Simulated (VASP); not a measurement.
Wanted: the native input for a VASP 6.6.1 run.

- Task: single point
- Functional: PBEsol
- Potentials or basis: VASP PAW PBE potentials, release 64 (Rh_pv)
- Cutoff: 400 eV
- k mesh: 14 × 10 × 1
- Occupations: fermi-dirac, width 0.08 eV
- Spin: no spin polarisation
- Dipole correction: yes
- Further INCAR settings: ALGO = Normal; EDIFF = 1e-06; NBANDS = 62; NELMDL = -8

The structure of Rh lies in POSCAR:

```
Rh
1.0
    2.6734738989      0.0000000000      0.0000000000
    0.0000000000      3.7808630465      0.0000000000
    0.0000000000      0.0000000000     16.7891000000
Rh
7
Direct
    0.0000000000      0.0000000000      0.2680322720
    0.5000000000      0.5000000000      0.3391594501
    0.0000000000      0.0000000000      0.4217506489
    0.5000000000      0.5000000000      0.5000000006
    0.0000000000      0.0000000000      0.5782493504
    0.5000000000      0.5000000000      0.6608405506
    0.0000000000      0.0000000000      0.7319677280
```

The input as run:

INCAR

```
ALGO = Normal ; DIPOL = 0.5 0.5 0.500
EDIFF = 1E-6 ; ENCUT = 400
GGA = PS ; GGA_COMPAT = False
IDIPOL = 3 ; ISIF = 2
ISMEAR = -1 ; LASPH = True
LCHARG = False ; LDIPOL = True
LREAL = False ; LWAVE = False
NBANDS = 62 ; NELM = 120
NELMDL = -8 ; PREC = Accurate
SIGMA = 0.08
```

KPOINTS

```
k-points
0
Gamma
  14 10 1
```

Potentials or basis: VASP PAW PBE potentials, release 64 (Rh_pv).

Launch:

```sh
$ cat potpaw_PBE.64/Rh_pv/POTCAR > POTCAR
$ mpirun -np 1 vasp_std > vasp.out
```

It gave:

* Largest force: 0.008 eV/Å
* Band gap on the k mesh: zero (an odd number of electrons rules out a gap without spin polarisation)

Caveat: the PAW data sets were made with another functional, which shifts forces and pressure a little.

Run time: 9.1 min on 1 thread of Oxide Virtual Turin-like Processor, with other jobs on the host, peak memory 0.33 GiB.
